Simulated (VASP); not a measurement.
Set up this calculation in VASP 6.6.1, as the native input.

* Task: single point
* Functional: PBE
* Potentials or basis: VASP PAW PBE potentials, release 64 (B, Sb_d_GW, Al)
* Cutoff: 560 eV
* k mesh: 6 × 6 × 6
* Occupations: gaussian, width 0.01 eV
* Spin: no spin polarisation
* Dipole correction: no
* Further INCAR settings: ALGO = Normal; EDIFF = 1e-06; NBANDS = 46

The structure of AlBSb2 lies in POSCAR:

```
AlBSb2
1.0
   -2.9371632902      2.9371632902      5.6557754865
    2.9371632902     -2.9371632902      5.6557754865
    2.9371632902      2.9371632902     -5.6557754865
B Sb Al
2 4 2
Direct
    0.0000000000      0.0000000000      0.0000000000
    0.7500000000      0.2500000000      0.5000000000
    0.3750000000      0.3228987427      0.4478987427
    0.0728987427      0.6250000000     -0.0521012573
    0.8750000000      0.9271012573      0.5521012573
    0.6771012573      0.1250000000      0.0521012573
    0.5000000000      0.5000000000      0.0000000000
    0.2500000000      0.7500000000      0.5000000000
```

These files were run (other wordings do the same):

INCAR

```
  ALGO = Normal
  EDIFF = 1E-6
  ENCUT = 560
  GGA = PE
  GGA_COMPAT = F
  ISIF = 2
  ISMEAR = 0
  LASPH = T
  LCHARG = T
  LELF = T
  LREAL = F
  LVHAR = T
  LWAVE = F
  NBANDS = 46
  NELM = 120
  PREC = Accurate
  SIGMA = 0.01
```

KPOINTS

```
k-points
0
Gamma
  6 6 6
```

Potentials or basis: VASP PAW PBE potentials, release 64 (B, Sb_d_GW, Al).

Launch:

```sh
$ cat potpaw_PBE.64/B/POTCAR potpaw_PBE.64/Sb_d_GW/POTCAR potpaw_PBE.64/Al/POTCAR > POTCAR
$ mpirun -np 1 vasp_std > vasp.out
```

It gave:

The pressure is -1.9 GPa and the largest force is 0.026 eV/Å. The band gap on the k mesh is 0.69 eV (least direct gap 0.78 eV).

Caveat: semilocal functionals underestimate gaps, and a narrow one can read as zero; spin-orbit coupling is left out, which moves the levels of the heavy elements.

It took 5.7 min on 1 thread of Intel(R) Xeon(R) 6975P-C (Granite Rapids), on a shared host, peak memory 0.56 GiB.
